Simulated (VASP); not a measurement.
# Pt (Fm-3m) in VASP: further runs

The runs below take Pt through single point, with LDA.

Program: VASP 6.6.1. These are calculated values, not measurements. Logs are shortened: lines on timing, memory, paths and dates and some standing lists are left out, and cuts for length are marked.

### Step 1. The cell of the first run

It takes space group Fm-3m (No. 225, cubic). Conventional cell: a = 3.895 Å, b = 3.895 Å, c = 3.895 Å, α = 90.00°, β = 90.00°, γ = 90.00°. Within 3.6 Å of Pt (site symmetry m-3m) lie 12 Pt at 2.75 Å.

### Step 2. Single point, LDA, non-collinear spin, zero start, spin-orbit coupling

INCAR reads:

```
  ALGO = Normal
  EDIFF = 1E-6
  ENCUT = 520
  GGA_COMPAT = False
  ISIF = 2
  ISMEAR = -1
  LASPH = True
  LCHARG = True
  LMAXMIX = 4
  LORBIT = 11
  LORBMOM = True
  LREAL = False
  LSORBIT = True
  LVHAR = True
  LWAVE = False
  MAGMOM = 0 0 0
  NBANDS = 21
  NELM = 150
  PREC = Accurate
  SIGMA = 0.1
```

KPOINTS reads:

```
k-points
0
Gamma
  14 14 14
```

POSCAR reads:

```
Pt
1.0
    0.0000000000      1.9474302067      1.9474302067
    1.9474302067      0.0000000000      1.9474302067
    1.9474302067      1.9474302067      0.0000000000
Pt
1
Direct
    0.0000000000      0.0000000000      0.0000000000
```

Potentials or basis: VASP PAW LDA potentials, release 64 (Pt).

Launch:

```bash
cat potpaw_LDA.64/Pt/POTCAR > POTCAR
mpirun -np 1 vasp_ncl > vasp.out
```

OUTCAR:

```text
EDIFF = 1E-6
   ENCUT = 520
   ISIF = 2
   ISMEAR = -1
   LASPH = True
   LORBIT = 11
   LREAL = False
   LSORBIT = True
   NELM = 150
   PREC = Accurate

 ion  position               nearest neighbor table
   1  0.000  0.000  0.000-

  LATTYP: Found a face centered cubic cell.
 ALAT       =     3.8948604134

  Lattice vectors:

 A1 = (   0.0000000000,   1.9474302067,   1.9474302067)
 A2 = (   1.9474302067,   0.0000000000,   1.9474302067)
 A3 = (   1.9474302067,   1.9474302067,   0.0000000000)

Analysis of symmetry for initial positions (statically):
=====================================================================
 Subroutine PRICEL returns:
 Original cell was already a primitive cell.

 Routine SETGRP: Setting up the symmetry group for a
 face centered cubic supercell.

 Subroutine GETGRP returns: Found 48 space group operations
 (whereof 48 operations were pure point group operations)
 out of a pool of 48 trial point group operations.

The static configuration has the point symmetry O_h .

Analysis of symmetry for dynamics (positions and initial velocities):
=====================================================================
 Subroutine PRICEL returns:
 Original cell was already a primitive cell.

 Routine SETGRP: Setting up the symmetry group for a
 face centered cubic supercell.

 Subroutine GETGRP returns: Found 48 space group operations
 (whereof 48 operations were pure point group operations)
 out of a pool of 48 trial point group operations.

The dynamic configuration has the point symmetry O_h .

Analysis of structural, dynamic, and magnetic symmetry:
=====================================================================
 Subroutine PRICEL returns:
 Original cell was already a primitive cell.

 Routine SETGRP: Setting up the symmetry group for a
 face centered cubic supercell.

 Subroutine GETGRP returns: Found 48 space group operations
 (whereof 48 operations were pure point group operations)
 out of a pool of 48 trial point group operations.

The overall configuration has the point symmetry O_h .

 Subroutine INISYM returns: Found 48 space group operations
 (whereof 48 operations are pure point group operations),
 and found     1 'primitive' translations

----------------------------------------------------------------------------------------

                                     Primitive cell

  volume of cell :      14.7712

  direct lattice vectors                    reciprocal lattice vectors
     0.000000000  1.947430207  1.947430207    -0.256748611  0.256748611  0.256748611
     1.947430207  0.000000000  1.947430207     0.256748611 -0.256748611  0.256748611
     1.947430207  1.947430207  0.000000000     0.256748611  0.256748611 -0.256748611

  length of vectors
     2.754082210  2.754082210  2.754082210     0.444701639  0.444701639  0.444701639

  position of ions in fractional coordinates (direct lattice)
     0.000000000  0.000000000  0.000000000

  ion indices of the primitive-cell ions
   primitive index   ion index
                 1           1

----------------------------------------------------------------------------------------

 KPOINTS: k-points

Automatic generation of k-mesh.
 Grid dimensions read from file:
 generate k-points for:   14   14   14

 Generating k-lattice:

  Cartesian coordinates                     Fractional coordinates (reciprocal lattice)
    -0.018339186  0.018339186  0.018339186     0.071428571  0.000000000  0.000000000
     0.018339186 -0.018339186  0.018339186     0.000000000  0.071428571  0.000000000
     0.018339186  0.018339186 -0.018339186     0.000000000  0.000000000  0.071428571

  Length of vectors
     0.031764403  0.031764403  0.031764403

  Shift w.r.t. Gamma in fractional coordinates (k-lattice)
     0.000000000  0.000000000  0.000000000

 Subroutine IBZKPT returns following result:
 ===========================================

 Found    104 irreducible k-points:

 Following reciprocal coordinates:
            Coordinates               Weight
  0.000000  0.000000  0.000000      1.000000
  0.071429  0.000000  0.000000      8.000000
  0.142857  0.000000  0.000000      8.000000
  0.214286  0.000000  0.000000      8.000000
  0.285714  0.000000  0.000000      8.000000
  0.357143  0.000000  0.000000      8.000000
[... 16 lines left out ...]
  0.214286  0.142857  0.000000     24.000000
  0.285714  0.142857  0.000000     24.000000
 [... further k-points ...]
   k-points           NKPTS =    104   k-points in BZ     NKDIM =    104   number of bands    NBANDS=     21
   number of dos      NEDOS =    301   number of ions     NIONS =      1
   total plane-waves  NPLWV =   8000
   dimension x,y,z NGX =    20 NGY =   20 NGZ =   20
   dimension x,y,z NGXF=    40 NGYF=   40 NGZF=   40
   ions per type =               1
   NGX,Y,Z   is equivalent  to a cutoff of  12.07, 12.07, 12.07 a.u.
   NGXF,Y,Z  is equivalent  to a cutoff of  24.15, 24.15, 24.15 a.u.
 SYSTEM =  unknown system
   PREC   = accura    normal or accurate (medium, high low for compatibility)
   ISTART =      0    job   : 0-new  1-cont  2-samecut
   ICHARG =      2    charge: 1-file 2-atom 10-const
   ISPIN  =      1    spin polarized calculation?
   LNONCOLLINEAR =      T non collinear calculations
   LSORBIT =      T    spin-orbit coupling
   LASPH  =      T    aspherical Exc in radial PAW
   ENCUT  =  520.0 eV  38.22 Ry    6.18 a.u.   5.12  5.12  5.12*2*pi/ulx,y,z
   NELM   =    150;   NELMIN=  2; NELMDL= -5     # of ELM steps
   EDIFF  = 0.1E-05   stopping-criterion for ELM
   LREAL  =      F    real-space projection
   EDIFFG = 0.1E-04   stopping-criterion for IOM
   NSW    =      0    number of steps for IOM
   IBRION =     -1    ionic relax: 0-MD 1-quasi-New 2-CG
   NFREE  =      0    steps in history (QN), initial steepest desc. (CG)
   ISIF   =      2    stress and relaxation
   ISYM   =      2    0-nonsym 1-usesym 2-fastsym
   POTIM  = 0.5000    time-step for ionic-motion
   TEBEG  =    0.0;   TEEND  =   0.0 temperature during run
   PSTRESS=    0.0 pullay stress
   NELECT =      10.0000    total number of electrons
   NUPDOWN=      -1.0000    fix difference up-down
   EMIN   =  10.00;   EMAX   =-10.00  energy-range for DOS
   EFERMI =   0.00;   METHOD = LEGACY
   ISMEAR =    -1;   SIGMA  =   0.10  broadening in eV -4-tet -1-fermi 0-gaus
   EFERMI_NEDOS =   21; number of points for ismear=-14 and -15
   IALGO  =     38    algorithm
   IMIX   =      4    mixing-type and parameters
     AMIX     =   0.40;   BMIX     =  1.00
     AMIX_MAG =   1.60;   BMIX_MAG =  1.00
  volume/ion in A,a.u.               =      14.77        99.68
  Fermi-wavevector in a.u.,A,eV,Ry     =   1.437484  2.716450 28.114526  2.066359
  Thomas-Fermi vector in A             =   2.556556
   LORBIT       =     11    0 simple, 1 ext, 2 COOP (PROOUT), +10 PAW based schemes
   GGA     = CA    functional components
   LHFCALC =     F    Hartree Fock is set to
   AEXX    =    0.0000 exact exchange contribution
   IVDW    =     0    specifies the selected vdW correction
   LEPSILON=     F    determine dielectric tensor
   LRPA    =     F    only Hartree local field effects (RPA)
  energy-cutoff  :      520.00
  volume of cell :       14.77
 maximum number of plane-waves:       822
   NGX = 11   NGY = 11   NGZ = 11

 number of electron      10.0000000 magnetization       0.0000000      0.0000000      0.0000000

 number of electron      10.0000000 magnetization      -0.0000000     -0.0000000     -0.0000000

 number of electron      10.0000000 magnetization       0.0000000     -0.0000000     -0.0000000

 number of electron      10.0000000 magnetization      -0.0000000      0.0000000      0.0000000

 Free energy of the ion-electron system (eV)
  ---------------------------------------------------
  ext. energy  EPLUGINS =         0.00000000
  ---------------------------------------------------
  free energy    TOTEN  =        -7.92790007 eV

  energy without entropy =       -7.87741750  energy(sigma->0) =       -7.90265879

 E-fermi :  11.5992     XC(G=0): -13.8103

 val. band max:       11.5921163685   @ k =   0.5000   0.0714   0.0000
 cond. band min:      11.6057209784   @ k =   0.4286   0.2857   0.0000
 fundamental gap:      0.0136046100
 Fermi energy:        11.5992272933

 k-point     1 :       0.0000    0.0000    0.0000
  band No.  band energies     occupation
      1       1.0709      1.00000
      2       1.0709      1.00000
      3       7.1474      1.00000
      4       7.1474      1.00000
      5       7.1474      1.00000
      6       7.1474      1.00000
[... 13 lines left out ...]
     20      31.3266      0.00000
     21      36.6798      0.00000

 k-point     2 :       0.0714    0.0000    0.0000
  band No.  band energies     occupation
      1       1.2791      1.00000
      2       1.2791      1.00000
      3       7.1269      1.00000
      4       7.1269      1.00000
      5       7.1989      1.00000
      6       7.1989      1.00000
[... 13 lines left out ...]
     20      31.6510      0.00000
     21      37.7586      0.00000

 k-point     3 :       0.1429    0.0000    0.0000
  band No.  band energies     occupation
      1       1.8699      1.00000
      2       1.8699      1.00000
      3       7.0331      1.00000
      4       7.0331      1.00000
      5       7.3068      1.00000
      6       7.3068      1.00000
[... 13 lines left out ...]
     20      32.5793      0.00000
     21      37.1702      0.00000
[... 457 lines left out ...]
 k-point    23 :       0.2143    0.1429    0.0000
  band No.  band energies     occupation
      1       2.8010      1.00000
      2       2.8010      1.00000
      3       6.4761      1.00000
      4       6.4761      1.00000
      5       7.6785      1.00000
      6       7.6785      1.00000
[... 13 lines left out ...]
     20      31.7905      0.00000
     21      36.4061      0.00000

 k-point    24 :       0.2857    0.1429    0.0000
  band No.  band energies     occupation
      1       3.6307      1.00000
      2       3.6307      1.00000
      3       6.3609      1.00000
      4       6.3609      1.00000
      5       7.5473      1.00000
      6       7.5473      1.00000
[... 13 lines left out ...]
     20      32.0548      0.00000
     21      36.0735      0.00000

 [... further k-points ...]
[... 5 lines left out ...]
  --------------------------------------------------------------------------------------
  -------------------------------------------------------------------------------------
  Total        0.1362477      0.1362477      0.1362477     -0.0000000      0.0000000     -0.0000000
  in kB       14.7782834     14.7782834     14.7782834     -0.0000000      0.0000000     -0.0000000
  external PRESSURE =      14.7782834 kB  Pullay stress =       0.0000000 kB

 VOLUME and BASIS-vectors are now :
 -----------------------------------------------------------------------------
  energy-cutoff  :      520.00
  volume of cell :       14.77
      direct lattice vectors                 reciprocal lattice vectors
     0.000000000  1.947430207  1.947430207    -0.256748611  0.256748611  0.256748611
     1.947430207  0.000000000  1.947430207     0.256748611 -0.256748611  0.256748611
     1.947430207  1.947430207  0.000000000     0.256748611  0.256748611 -0.256748611

 POSITION                                       TOTAL-FORCE (eV/Angst)
 -----------------------------------------------------------------------------------
      0.00000      0.00000      0.00000        -0.000000     -0.000000      0.000000
 -----------------------------------------------------------------------------------
    total drift:                                0.000000      0.000000      0.000000

  FREE ENERGIE OF THE ION-ELECTRON SYSTEM (eV)
  ---------------------------------------------------
  free  energy   TOTEN  =        -7.9279000737 eV

  energy  without entropy=       -7.8774175012  energy(sigma->0) =       -7.90265879

 orbital moment (x)

 # of ion     p       d       tot
 ----------------------------------------
  1         0.000  -0.000  -0.000
 ----------------------------------------
            0.000  -0.000  -0.000

 orbital moment (y)

 # of ion     p       d       tot
 ----------------------------------------
  1         0.000   0.000   0.000
 ----------------------------------------
            0.000   0.000   0.000

 orbital moment (z)

 # of ion     p       d       tot
 ----------------------------------------
  1         0.000  -0.000  -0.000
 ----------------------------------------
            0.000  -0.000  -0.000

 Spin-Orbit-Coupling matrix elements

 Ion:    1  E_soc:     -0.7786745
 l=   1
     0.0000000    -0.0350669    -0.0350669
    -0.0350669     0.0000000    -0.0350669
    -0.0350669    -0.0350669     0.0000000
 l=   2
     0.0000000    -0.0167618     0.0000000    -0.0167618    -0.0779504
    -0.0167618     0.0000000    -0.0584628    -0.0167618    -0.0194876
     0.0000000    -0.0584628     0.0000000    -0.0584628     0.0000000
    -0.0167618    -0.0167618    -0.0584628     0.0000000    -0.0194876
    -0.0779504    -0.0194876     0.0000000    -0.0194876     0.0000000
 l=   3
     0.0000000     0.0000000     0.0000000     0.0000000     0.0000000     0.0000000     0.0000000
     0.0000000     0.0000000     0.0000000     0.0000000     0.0000000     0.0000000     0.0000000
     0.0000000     0.0000000     0.0000000     0.0000000     0.0000000     0.0000000     0.0000000
     0.0000000     0.0000000     0.0000000     0.0000000     0.0000000     0.0000000     0.0000000
     0.0000000     0.0000000     0.0000000     0.0000000     0.0000000     0.0000000     0.0000000
     0.0000000     0.0000000     0.0000000     0.0000000     0.0000000     0.0000000     0.0000000
     0.0000000     0.0000000     0.0000000     0.0000000     0.0000000     0.0000000     0.0000000

 total charge

# of ion       s       p       d       tot
------------------------------------------
    1        0.654   0.657   8.051   9.362

 magnetization (x)

# of ion       s       p       d       tot
------------------------------------------
    1       -0.000  -0.000  -0.000  -0.000

 magnetization (y)

# of ion       s       p       d       tot
------------------------------------------
    1       -0.000   0.000   0.000  -0.000

 magnetization (z)

# of ion       s       p       d       tot
------------------------------------------
    1        0.000   0.000   0.000   0.000
```

It took 35 s on 1 thread of Intel Xeon Platinum 8488C (Sapphire Rapids), shared host; peak memory 0.17 GiB.

What came out:

| Item | Value |
| --- | --- |
| Free energy | -7.9279 eV |
| Pressure | 1.5 GPa |
| Net moment | 0.00 μB per cell |
| Valence electrons inside the program's atomic spheres | Pt 9.36 |

Moments on the atoms (μB; x, y, z):
```
Pt  0.00 0.00 0.00
```

(Continued in part 2 of 2.)
